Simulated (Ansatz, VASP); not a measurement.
One calculation of Fe, two programs

```
CELL_PARAMETERS angstrom
1.25576 -2.17503 0.00000
1.25576 2.17503 0.00000
0.00000 0.00000 4.04565
ATOMIC_POSITIONS crystal
Fe 0.33333 0.66667 0.25000
Fe 0.66667 0.33333 0.75000
```

Alike in both runs: task relaxation of cell and atoms; functional PBE; k mesh 6 × 6 × 4; no spin polarisation.

```csv
,VASP,Ansatz
version,VASP 6.6.1,Ansatz 0.2 development build
potentials or method,"VASP PAW PBE potentials, release 64 (Fe)","PAW hard, scalar-relativistic"
plane-wave cutoff (eV),600,844
occupations,"fermi-dirac, width 0.1 eV",fermi-dirac
```

```tsv
	VASP	Ansatz	Ansatz less VASP
relaxed volume (Å³/atom)	10.21	10.24	+0.023
relaxed cell length with the largest relative difference (Å)	3.877	3.880	+0.0032
```

Ansatz's warnings: cutoff auto derived.

The k mesh is coarse, so the values compare programs but aren't converged.
